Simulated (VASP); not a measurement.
# InAs (F-43m) in VASP: notebook, part 2 of 2

VASP 6.6.1. Earlier steps stand in the parts before.

## (5) Relaxation of cell and atoms, r2SCAN

This run uses another cell than the first one, of 29.63 Å³/atom.

Contents of POSCAR:

```
InAs
1.0
    0.0000000000      3.0943470656      3.0943470656
    3.0943470656      0.0000000000      3.0943470656
    3.0943470656      3.0943470656      0.0000000000
In As
1 1
Direct
    0.0000000000      0.0000000000      0.0000000000
    0.2500000000      0.2500000000      0.2500000000
```

Contents of INCAR.step1:

```
SYSTEM = InAs
ALGO     = Normal         ! electronic algorithm
EDIFF    = 1E-4           ! SCF threshold, eV
ENCUT    = 600            ! plane-wave cutoff, eV
GGA      = PE             ! functional
ISMEAR   = -1             ! smearing method
LASPH    = .TRUE.         ! aspherical terms in the spheres
LCHARG   = .FALSE.        ! write CHGCAR
LREAL    = .FALSE.        ! projectors in reciprocal space
LWAVE    = .TRUE.         ! write WAVECAR
NELM     = 100            ! most SCF steps
PREC     = Accurate       ! precision mode
SIGMA    = 0.02           ! smearing width, eV
```

Contents of INCAR.step2:

```
SYSTEM = InAs
ALGO     = Normal         ! electronic algorithm
EDIFF    = 1E-7           ! SCF threshold, eV
EDIFFG   = -0.005         ! ionic threshold
ENCUT    = 600            ! plane-wave cutoff, eV
IBRION   = 2              ! ionic algorithm
ISIF     = 3              ! what is computed and relaxed
ISMEAR   = -1             ! smearing method
ISTART   = 1            
LASPH    = .TRUE.         ! aspherical terms in the spheres
LCHARG   = .FALSE.        ! write CHGCAR
LMIXTAU  = .TRUE.       
LREAL    = .FALSE.        ! projectors in reciprocal space
LWAVE    = .FALSE.        ! write WAVECAR
METAGGA  = R2SCAN         ! meta-GGA
NELM     = 100            ! most SCF steps
NSW      = 80             ! ionic steps
PREC     = Accurate       ! precision mode
SIGMA    = 0.02           ! smearing width, eV
```

Contents of KPOINTS:

```
k-points
0
G
  6 6 6
  0 0 0
```

Potentials or basis: VASP PAW PBE potentials, release 64 (In_d, As).

On the command line:

```sh
> cat potpaw_PBE.64/In_d/POTCAR potpaw_PBE.64/As/POTCAR > POTCAR
> cp INCAR.step1 INCAR
> mpirun -np 1 vasp_std > vasp.out
> cp INCAR.step2 INCAR
> mpirun -np 1 vasp_std > vasp.out
```

OUTCAR:

```text
SYSTEM = InAs
   EDIFF = 1E-7
   EDIFFG = -0.005
   ENCUT = 600
   IBRION = 2
   ISIF = 3
   ISMEAR = -1
   ISTART = 1
   LASPH = .TRUE.
   LREAL = .FALSE.
   METAGGA = R2SCAN
   NELM = 100
   NSW = 80
   PREC = Accurate

 ion  position               nearest neighbor table
   1  0.000  0.000  0.000-   2 2.68   2 2.68   2 2.68   2 2.68
   2  0.250  0.250  0.250-   1 2.68   1 2.68   1 2.68   1 2.68

  LATTYP: Found a face centered cubic cell.
 ALAT       =     6.1886941312

  Lattice vectors:

 A1 = (   0.0000000000,   3.0943470656,   3.0943470656)
 A2 = (   3.0943470656,   0.0000000000,   3.0943470656)
 A3 = (   3.0943470656,   3.0943470656,   0.0000000000)

Analysis of symmetry for initial positions (statically):
=====================================================================
 Subroutine PRICEL returns:
 Original cell was already a primitive cell.

 Routine SETGRP: Setting up the symmetry group for a
 face centered cubic supercell.

 Subroutine GETGRP returns: Found 24 space group operations
 (whereof 24 operations were pure point group operations)
 out of a pool of 48 trial point group operations.

The static configuration has the point symmetry T_d .

Analysis of symmetry for dynamics (positions and initial velocities):
=====================================================================
 Subroutine PRICEL returns:
 Original cell was already a primitive cell.

 Routine SETGRP: Setting up the symmetry group for a
 face centered cubic supercell.

 Subroutine GETGRP returns: Found 24 space group operations
 (whereof 24 operations were pure point group operations)
 out of a pool of 48 trial point group operations.

The dynamic configuration has the point symmetry T_d .

 Subroutine INISYM returns: Found 24 space group operations
 (whereof 24 operations are pure point group operations),
 and found     1 'primitive' translations

----------------------------------------------------------------------------------------

                                     Primitive cell

  volume of cell :      59.2566

  direct lattice vectors                    reciprocal lattice vectors
[... 95 lines left out ...]
   IALGO  =     38    algorithm
   IMIX   =      4    mixing-type and parameters
     AMIX     =   0.40;   BMIX     =  1.00
     AMIX_MAG =   1.60;   BMIX_MAG =  1.00
  volume/ion in A,a.u.               =      29.63       199.94
  Fermi-wavevector in a.u.,A,eV,Ry     =   1.100491  2.079627 16.477761  1.211081
  Thomas-Fermi vector in A             =   2.236903
   LORBIT       =      0    0 simple, 1 ext, 2 COOP (PROOUT), +10 PAW based schemes
   METAGGA = R2SCAN    functional components
   LHFCALC =     F    Hartree Fock is set to
   AEXX    =    0.0000 exact exchange contribution
   IVDW    =     0    specifies the selected vdW correction
   LEPSILON=     F    determine dielectric tensor
   LRPA    =     F    only Hartree local field effects (RPA)
 conjugate gradient relaxation of ions
 non-spin polarized calculation
  energy-cutoff  :      600.00
  volume of cell :       59.26
 maximum number of plane-waves:      2006
   NGX = 17   NGY = 17   NGZ = 17

--------------------------------------- Ionic step        1  -------------------------------------------

 number of electron      17.9999997 magnetization

 Free energy of the ion-electron system (eV)
  ---------------------------------------------------
  ext. energy  EPLUGINS =         0.00000000
  ---------------------------------------------------
  free energy    TOTEN  =       -38.03283440 eV

  energy without entropy =      -38.03247990  energy(sigma->0) =      -38.03265715

------------------------ aborting loop because EDIFF is reached ----------------------------------------

  FORCE on cell =-STRESS in cart. coord.  units (eV):
  Direction    XX          YY          ZZ          XY          YZ          ZX
  --------------------------------------------------------------------------------------
  -------------------------------------------------------------------------------------
  Total       -0.7159930     -0.7159930     -0.7159930      0.0000000      0.0000000     -0.0000000
  in kB      -19.3589717    -19.3589717    -19.3589717      0.0000000      0.0000000     -0.0000000
  external PRESSURE =     -19.3589717 kB  Pullay stress =       0.0000000 kB
[... 59 lines left out ...]
--------------------------------------- Ionic step        3  -------------------------------------------

 number of electron      18.0000001 magnetization

 Free energy of the ion-electron system (eV)
  ---------------------------------------------------
  ext. energy  EPLUGINS =         0.00000000
  ---------------------------------------------------
  free energy    TOTEN  =       -38.04661944 eV

  energy without entropy =      -38.04637206  energy(sigma->0) =      -38.04649575

 E-fermi :   4.0172     XC(G=0):  -9.5109

 val. band max:        3.9670102502   @ k =   0.0000   0.0000   0.0000
 cond. band min:       4.0417925338   @ k =   0.0000   0.0000   0.0000
 fundamental gap:      0.0747822837
 Fermi energy:         4.0171645929

 k-point     1 :       0.0000    0.0000    0.0000
  band No.  band energies     occupation
      1     -10.8338      2.00000
      2     -10.8338      2.00000
      3     -10.8338      2.00000
      4     -10.7000      2.00000
      5     -10.7000      2.00000
      6      -8.1289      2.00000
      7       3.9670      1.84938
      8       3.9670      1.84938
      9       3.9670      1.84936
     10       4.0418      0.45187
     11       8.2189      0.00000
     12       8.2189      0.00000
     13       8.2189      0.00000
[... 267 lines left out ...]
  FREE ENERGIE OF THE ION-ELECTRON SYSTEM (eV)
  ---------------------------------------------------
  free  energy   TOTEN  =       -38.0466194374 eV

  energy  without entropy=      -38.0463720613  energy(sigma->0) =      -38.04649575

 reached required accuracy - stopping structural energy minimisation
```

OUTCAR.step1:

```text
SYSTEM = InAs
   EDIFF = 1E-4
   ENCUT = 600
   GGA = PE
   ISMEAR = -1
   LASPH = .TRUE.
   LREAL = .FALSE.
[... 464 lines left out ...]
      0.00000      0.00000      0.00000         0.000000      0.000000      0.000000
      1.54717      1.54717      1.54717        -0.000000     -0.000000     -0.000000
 -----------------------------------------------------------------------------------
    total drift:                                0.000000      0.000000      0.000000

  FREE ENERGIE OF THE ION-ELECTRON SYSTEM (eV)
  ---------------------------------------------------
  free  energy   TOTEN  =        -7.7025000222 eV

  energy  without entropy=       -7.7021463843  energy(sigma->0) =       -7.70232320
```

OSZICAR.step1:

```text
N       E                     dE             d eps       ncg     rms          rms(c)
DAV:   1     0.115514553659E+03    0.11551E+03   -0.91992E+03   426   0.163E+03
DAV:   2     0.108475922305E+01   -0.11443E+03   -0.11127E+03   431   0.335E+02
DAV:   3    -0.771448755457E+01   -0.87992E+01   -0.87083E+01   561   0.936E+01
DAV:   4    -0.795178041441E+01   -0.23729E+00   -0.23714E+00   455   0.183E+01
DAV:   5    -0.796126884285E+01   -0.94884E-02   -0.94881E-02   621   0.313E+00    0.408E+00
DAV:   6    -0.771998905038E+01    0.24128E+00   -0.44740E-01   622   0.118E+01    0.228E+00
DAV:   7    -0.770044492496E+01    0.19544E-01   -0.13050E-01   572   0.332E+00    0.678E-01
DAV:   8    -0.770167003189E+01   -0.12251E-02   -0.12309E-02   491   0.159E+00    0.174E-01
DAV:   9    -0.770240403746E+01   -0.73401E-03   -0.13537E-03   496   0.469E-01    0.106E-01
DAV:  10    -0.770250002218E+01   -0.95985E-04   -0.11481E-04   366   0.143E-01
   1 F= -.77025000E+01 E0= -.77023232E+01  d E =-.353638E-03
```

It took 6.5 min on 1 thread of Intel Xeon 8259CL, shared host; peak memory 0.24 GiB.

Results:

| Item | Value |
| --- | --- |
| Free energy | -38.0466 eV |
| Relaxed volume | 28.52 Å³/atom |
| Relaxed cell | a = 4.321 Å, b = 4.321 Å, c = 4.321 Å, α = 60.00°, β = 60.00°, γ = 60.00° |
| Space group after relaxing (to 0.1 Å) | F-43m (No. 216) |
| Energy gained by relaxing | 6.9 meV/atom |
| Ionic steps | 3 |
| Pressure after relaxing | 0.0 GPa |
| Band gap on the k mesh | 0.07 eV |

Step by step:
```csv
step,energy change (eV),largest force (eV/Å),pressure (GPa),volume (Å³)
1,0.0000,0.0000,-1.94,59.26
2,-0.0119,0.0000,0.80,56.24
3,-0.0138,0.0000,-0.02,57.04
```

Final structure:
```xyz
2
Lattice="0.0000 3.0552 3.0552 3.0552 0.0000 3.0552 3.0552 3.0552 0.0000" Properties=species:S:1:pos:R:3 pbc="T T T"
In    0.0000    0.0000    0.0000
As    1.5276    1.5276    1.5276
```

Caveat: the PAW data sets were made with another functional, which shifts forces and pressure a little; spin-orbit coupling is left out, which moves the levels of the heavy elements.

## (6) Overview

```tsv
task	level	potentials or basis	cell	k mesh	cutoff (eV)	gap on the mesh (eV)	pressure (GPa)	relaxed volume (Å³/atom)
single point	r2SCAN	VASP PAW PBE potentials, release 64 (In_d, As)	a = 4.320 Å, angles 60.0°, 2 atoms	8 × 8 × 8	520	0.08	0.0	-
relaxation of cell and atoms	PBEsol	VASP PAW PBE potentials, release 64 (In_d, As)	relaxed from a = 4.376 Å, angles 60.0°, 2 atoms	6 × 6 × 6	600	none	0.0	28.29
relaxation of cell and atoms	LDA	VASP PAW LDA potentials, release 64 (In_d, As)	relaxed from a = 4.376 Å, angles 60.0°, 2 atoms	6 × 6 × 6	600	none	0.0	27.47
relaxation of cell and atoms	r2SCAN	VASP PAW PBE potentials, release 64 (In_d, As)	relaxed from a = 4.376 Å, angles 60.0°, 2 atoms	6 × 6 × 6	600	0.07	0.0	28.52
```

Alike in all rows: no spin polarisation; smearing fermi-dirac 0.02 eV.

Caveats: spin-orbit coupling is left out, which moves the levels of the heavy elements; the PAW data sets were made with another functional, which shifts forces and pressure a little (at least some runs); semilocal functionals underestimate gaps, so a narrow gap can read as zero (at least some runs).

Total energies depend on the potentials used, so only differences within one code and one set of settings carry meaning.
